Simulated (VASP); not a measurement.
A run of VASP 6.6.1:

The input INCAR:

```
SYSTEM = HgH3
  PREC = Accurate
  ENCUT = 600
  EDIFF = 1E-7
  ISMEAR = 0
  SIGMA = 0.1
  LREAL = .FALSE.
  LASPH = .TRUE.
  NELM = 80
  ALGO = Normal
  ISIF = 3
  LWAVE = .FALSE.
  LCHARG = .FALSE.
  GGA = PE
  IBRION = 2
  NSW = 100
  EDIFFG = -0.01
```

KPOINTS

```
regular mesh
0
G
  10 10 10
  0 0 0
```

File POSCAR:

```
HgH3
1.0
    0.0000000000      3.4340402345      3.4340402345
    3.4340402345      0.0000000000      3.4340402345
    3.4340402345      3.4340402345      0.0000000000
Hg H
2 6
Direct
    0.2500000000      0.2500000000      0.2500000000
    0.7500000000      0.7500000000      0.7500000000
    0.1370996706      0.8629003294      0.8629003294
    0.8629003294      0.1370996706      0.1370996706
    0.8629003294      0.1370996706      0.8629003294
    0.1370996706      0.8629003294      0.1370996706
    0.8629003294      0.8629003294      0.1370996706
    0.1370996706      0.1370996706      0.8629003294
```

Potentials or basis: VASP PAW PBE potentials, release 64 (Hg, H).

The run is started by

```bash
$ cat potpaw_PBE.64/Hg/POTCAR potpaw_PBE.64/H/POTCAR > POTCAR
$ mpirun -np 1 vasp_std > vasp.out
```

Hardware: 1 thread of Intel(R) Xeon(R) Platinum 8488C (Sapphire Rapids) (shared host).

Problem. Estimate the wall time of this run.

Solution. Run time: 4.7 min on 1 thread of Intel(R) Xeon(R) Platinum 8488C (Sapphire Rapids) (shared host), peak memory 0.29 GiB. Counts: scf iterations 57, k points 47, ion steps 6.
